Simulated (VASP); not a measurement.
Au, 2 atoms in the cell. Symmetry: Fd-3m, No. 227, cubic system. Conventional cell: a = 6.181 Å, b = 6.181 Å, c = 6.181 Å, α = 90.00°, β = 90.00°, γ = 90.00°. Au (site symmetry -43m) has 4 Au at 2.68 Å within 3.5 Å.  This cell differs from its parent crystal: volume scaled by 0.96.

| Property | Result |
| --- | --- |
| Program | VASP 6.6.1 |
| Task | single point |
| Functional | RPBE |
| Potentials or basis | VASP PAW PBE potentials, release 64 (Au) |
| Cutoff | 520 eV |
| k mesh | 10 × 10 × 10 |
| Occupations | fermi-dirac, width 0.1 eV |
| Spin | no spin polarisation |
| Dipole correction | no |
| Further INCAR settings | ALGO = Normal; EDIFF = 1e-06; NBANDS = 18 |

Potentials or basis: VASP PAW PBE potentials, release 64 (Au).

The run is started by

```console
$ cat potpaw_PBE.64/Au/POTCAR > POTCAR
$ mpirun -np 1 vasp_std > vasp.out
```

Hardware: 1 thread of AMD EPYC 9R45 96-Core Processor (Zen 5) (shared host).

Estimate the wall time of this run.

Wall time 26 s on 1 thread of AMD EPYC 9R45 96-Core Processor (Zen 5) (shared host), peak memory 0.19 GiB. Counts: scf iterations 11, k points 47.
